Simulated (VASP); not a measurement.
BaTiO3: single point with r2SCAN+U

The system is BaTiO3.

```
Ba Ti O
1.0
     2.90782    1.67883    2.37902
    -2.90782    1.67883    2.37902
     0.00000   -3.35766    2.37902
Ba Ti O
1 1 3
Cartesian
  0.0000 0.0000 7.1368
  0.0000 0.0000 3.6235
  0.0000 -1.6596 4.6891
  -1.4372 0.8298 4.6891
  1.4372 0.8298 4.6891
```

This cell differs from its parent crystal: strain +0.025 along x and y, +0.025 along z.

```
Program                : VASP 6.6.1
Task                   : single point
Functional             : r2SCAN
Potentials or basis    : VASP PAW PBE potentials, release 64 (Ba_sv, Ti_sv, O)
Cutoff                 : 520 eV
k mesh                 : 6 × 6 × 6
Occupations            : gaussian, width 0.05 eV
Spin                   : no spin polarisation
Hubbard terms          : Ti d U = 4.0 eV
Dipole correction      : no
Further INCAR settings : ALGO = Normal; EDIFF = 1e-06; NBANDS = 28
```

- Pressure: -8.2 GPa
- Largest force: 0.066 eV/Å
- Band gap on the k mesh: 2.68 eV (least direct gap 3.03 eV)

Forces in eV/Å, atoms in the order of the input:
```
Ba   0.000  0.000  0.024
Ti   0.000  0.000  0.010
O    0.000  0.065 -0.011
O    0.056 -0.033 -0.011
O   -0.056 -0.033 -0.011
```

Levels at points of the mesh, in eV from the valence-band top:
```csv
k point,band 17,band 18,band 19,band 20,band 21,band 22,band 23,band 24
"(0.00, 0.00, 0.00)",-1.00,-0.38,-0.35,-0.35,2.68,2.68,2.71,3.92
"(0.50, 0.00, 0.00)",-1.57,-1.57,-0.87,-0.84,2.82,3.91,4.01,4.05
"(0.50, 0.50, 0.00)",-1.90,-0.94,-0.92,-0.08,4.05,4.05,4.43,4.57
"(0.50, 0.50, 0.50)",-2.33,-0.01,-0.01,0.00,4.57,4.63,4.63,6.82
```

Eigenvalues of the final occupation matrices:
```csv
site,spin,trace,eigenvalues
site 2 d,1,0.73,0.09 0.10 0.10 0.22 0.22
site 2 d,2,0.73,0.09 0.10 0.10 0.22 0.22
```

It took 3.5 min on 1 thread of Intel(R) Xeon(R) Platinum 8259CL CPU @ 2.50GHz (Skylake/Cascade Lake), on a shared host, peak memory 0.22 GiB.

Caveat: the cell differs from its parent crystal (strain +0.025 along x and y, +0.025 along z); the cell stands under tension; the PAW data sets were made with another functional, which shifts forces and pressure a little; spin-orbit coupling is left out, which moves the levels of the heavy elements. A k mesh can miss the band edges.
